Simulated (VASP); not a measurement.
Runs of VASP 6.6.1 on Al. The structure is that of space group Fm-3m (No. 225), or close to it. The cells are those of the table. 

```csv
task,cell,gap on the mesh (eV),pressure (GPa)
single point,"a = 2.900 Å, angles 60.0°, 1 atom",none,-4.6
single point,"a = 2.906 Å, angles 58.0°, 1 atom",none,-1.7
electric field gradients,"a = 2.834 Å, angles 61.3°, 1 atom",none,-1.9
electric field gradients,"a = 2.824 Å, angles 60.0°, 1 atom",none,(a)
electric field gradients,"a = 2.820, b = 2.820, c = 2.862 Å, angles 59.5, 59.5, 61.0°, 1 atom",none,0.5
electric field gradients,"a = 2.853 Å, angles 60.0°, 1 atom",none,-1.3
single point,"a = 2.906, b = 2.906, c = 2.948 Å, angles 59.5, 59.5, 61.0°, 1 atom",none,-5.6
single point,"a = 2.891, b = 2.891, c = 2.862 Å, angles 60.3, 60.3, 59.3°, 1 atom",none,-3.3
single point,"a = 2.853 Å, angles 60.0°, 1 atom",none,-1.3
electric field gradients,"a = 2.834, b = 2.834, c = 2.862 Å, angles 59.7, 59.7, 60.7°, 1 atom",none,-0.5
electric field gradients,"a = 2.872 Å, angles 60.0°, 1 atom",none,(b)
electric field gradients,"a = 2.900 Å, angles 60.0°, 1 atom",none,-4.6
```

Alike in all rows: level PBEsol; potentials or basis VASP PAW PBE potentials, release 64 (Al); no spin polarisation; k mesh 14 × 14 × 14; cutoff (eV) 520; smearing fermi-dirac 0.05 eV.

Task: Fill in the values left out.

Result: (a) 1.2; (b) -2.8.

Caveats: the PAW data sets were made with another functional, which shifts forces and pressure a little.

A gap of «none» marks levels without a gap at the run's occupations.
